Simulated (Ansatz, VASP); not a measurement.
## H: VASP beside Ansatz

Contents of INCAR:

```
PREC = Accurate ; ENCUT = 520
EDIFF = 1E-7 ; ISMEAR = 0
SIGMA = 0.02 ; LREAL = F
LASPH = T ; NELM = 100
ALGO = Normal ; ISIF = 2
LWAVE = F ; LCHARG = F
GGA = PE ; NBANDS = 10
```

KPOINTS

```
Automatic mesh
0
Gamma
  8 8 4
```

Contents of POSCAR:

```
H
1.0
    1.7729926622     -2.8512311772      0.0000000000
    1.7729926622      2.8512311772      0.0000000000
    0.0000000000      0.0000000000      6.7755532558
H
4
Direct
    0.5539446126      0.4460553874      0.9682845208
    0.4460553874      0.5539446126      0.0317154792
    0.4460553874      0.5539446126      0.4682845208
    0.5539446126      0.4460553874      0.5317154792
```

Input for Ansatz:

```yaml
crystal:
  lattice:
    - [1.7729926622, -2.8512311772, 0.0]
    - [1.7729926622, 2.8512311772, 0.0]
    - [0.0, 0.0, 6.7755532558]
  atoms:
    - { symbol: H, position: [0.5539446126, 0.4460553874, 0.9682845208] }
    - { symbol: H, position: [0.4460553874, 0.5539446126, 0.0317154792] }
    - { symbol: H, position: [0.4460553874, 0.5539446126, 0.4682845208] }
    - { symbol: H, position: [0.5539446126, 0.4460553874, 0.5317154792] }
basis:
  ecutwfc: 420
kpoints:
  mp_grid: { grid: [8, 8, 4] }
  band_path:
    path:
      - [[0.0, 0.0, 0.0], [-0.5, 0.5, 0.0], [-0.3466694, 0.6533306, 0.0]]
      - [[0.3466694, 0.3466694, 0.0], [0.0, 0.0, 0.0], [0.0, 0.0, 0.5], [0.3466694, 0.3466694, 0.5]]
      - [[-0.3466694, 0.6533306, 0.5], [-0.5, 0.5, 0.5], [-0.5, 0.5, 0.0]]
      - [[0.0, 0.0, 0.0], [0.0, 0.5, 0.0], [0.0, 0.5, 0.5], [0.0, 0.0, 0.5], [-0.5, 0.5, 0.5]]
    npoints: 14
hamiltonian:
  xc: pbe
scf:
  occupations: { method: gaussian, width: 0.02 }
  n_extra_bands: 10
output:
  forces: true
  stress: true
  eigenvalues: true
  populations: true
  dos: { projected: true, de: 0.02, nscf_kmesh: { grid: [12, 12, 6] } }
  bader: true
  write_density: true
  write_potential: true
  elf: true
  volumetric_format: npy
```

Alike in both runs: task single point; functional PBE; k mesh 8 × 8 × 4; occupations gaussian, width 0.02 eV; no spin polarisation.

|  | VASP | Ansatz |
| --- | --- | --- |
| version | VASP 6.6.1 | Ansatz 0.2.0 |
| potentials or method | VASP PAW PBE potentials, release 64 (H), cutoff 520 eV | scalar-relativistic, plane waves, PAW |
| valence electrons in the cell | 4 | 4 |

```tsv
	VASP	Ansatz	Ansatz less VASP
gap on the k mesh at the Fermi level (eV)	8.81	8.81	+0.001
least direct gap on the mesh (eV)	8.95	8.95	-0.001
pressure (GPa)	-0.1	0.0	+0.15
rms of the force components (eV/Å)	0.005	0.001	-0.0040
```

Atom by atom the forces differ by 0.006 eV/Å (rms over components). With one functional, cell and mesh, what is left measures potentials, basis and numerics.
